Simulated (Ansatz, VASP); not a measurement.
# Two plane-wave programs on SnTe

Contents of POSCAR:

```
SnTe
1.0
    0.0000000000      3.2212236489      3.2212236489
    3.2212236489      0.0000000000      3.2212236489
    3.2212236489      3.2212236489      0.0000000000
Sn Te
1 1
Direct
    0.0000000000      0.0000000000      0.0000000000
    0.5000000000      0.5000000000      0.5000000000
```

File INCAR.step1:

```
ALGO = Normal ; EDIFF = 1E-4
ENCUT = 520 ; GGA = PE
ISMEAR = -1 ; LASPH = T
LCHARG = F ; LREAL = F
LWAVE = T ; NBANDS = 17
NELM = 60 ; PREC = Accurate
SIGMA = 0.02
```

INCAR.step2

```
ALGO = Normal ; EDIFF = 1E-7
ENCUT = 520 ; ISIF = 2
ISMEAR = -1 ; ISTART = 1
LASPH = T ; LCHARG = F
LMIXTAU = T ; LREAL = F
LWAVE = F ; METAGGA = R2SCAN
NBANDS = 17 ; NELM = 60
PREC = Accurate ; SIGMA = 0.02
```

KPOINTS

```
k-points
0
Gamma
  8 8 8
```

Input for Ansatz:

```yaml
crystal:
  lattice:
    - [0.0, 3.2212236489, 3.2212236489]
    - [3.2212236489, 0.0, 3.2212236489]
    - [3.2212236489, 3.2212236489, 0.0]
  atoms:
    - { symbol: Sn, position: [0.0, 0.0, 0.0] }
    - { symbol: Te, position: [0.5, 0.5, 0.5] }
kpoints:
  mp_grid: { grid: [8, 8, 8] }
  band_path:
    path:
      - [0.0, 0.0, 0.0]
      - [0.5, 0.0, 0.5]
      - [0.625, 0.25, 0.625]
      - [0.375, 0.375, 0.75]
      - [0.5, 0.5, 0.5]
      - [0.5, 0.25, 0.75]
      - [0.0, 0.0, 0.5]
    npoints: 1
hamiltonian:
  xc: r2scan
scf:
  occupations: { method: fermi_dirac, width: 0.02 }
  n_extra_bands: 4
output:
  forces: true
  stress: true
  eigenvalues: true
  write_density: true
  write_potential: true
  elf: true
  volumetric_format: npy
```

Change from the starting cell: hydrostatic strain +1.0%.

Alike in both runs: task single point; functional r2SCAN; k mesh 8 × 8 × 8; occupations fermi-dirac, width 0.02 eV; no spin polarisation.

```csv
,VASP,Ansatz
version,VASP 6.6.1,Ansatz 0.2.0
potentials or method,"VASP PAW PBE potentials, release 64 (Sn_d, Te)","plane waves, PAW"
plane-wave cutoff (eV),520,500
valence electrons in the cell,20,30
```

```csv
,VASP,Ansatz,Ansatz less VASP
pressure (GPa),-1.3,-1.3,+0.01
```

VASP's potentials were made for PBE, not for r2SCAN. VASP's potentials hold 20 valence electrons a cell and Ansatz's 30, so a difference there can come from the potentials and not from the codes.

Neither program's run includes spin-orbit coupling.
